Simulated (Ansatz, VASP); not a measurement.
**W in VASP and in Ansatz**

```xyz
4
Lattice="2.7629 0.0000 0.0000 -1.3815 2.3928 0.0000 0.0000 0.0000 10.3255" Properties=species:S:1:pos:R:3 pbc="T T T"
W     0.0000    1.5952    3.9439
W     1.3815    0.7976    9.1066
W     1.3815    0.7976    6.3816
W     0.0000    1.5952    1.2188
```

Alike in both runs: functional PBE; k mesh 9 × 9 × 2; occupations gaussian, width 0.1 eV; no spin polarisation.

Ansatz relaxed the structure, and its values are those at the end. VASP's run is a single point on that final structure, the one shown.

|  | VASP | Ansatz |
| --- | --- | --- |
| version | VASP 6.6.1 | Ansatz 0.2.0 |
| potentials or method | VASP PAW PBE potentials, release 64 (W_sv), cutoff 520 eV | scalar-relativistic, plane waves, PAW |
| valence electrons in the cell | 56 | 56 |

|  | VASP | Ansatz | Ansatz less VASP |
| --- | --- | --- | --- |
| gap on the k mesh at the Fermi level (eV) | none | none | - |
| pressure (GPa) | 0.6 | 0.1 | -0.52 |
| rms of the force components (eV/Å) | 0.014 | 0.015 | +0.0009 |

A gap of «none» marks a metal or a gap that the smearing closes. With one functional, cell and mesh, what is left measures potentials, basis and numerics.

Spin-orbit coupling is off throughout.
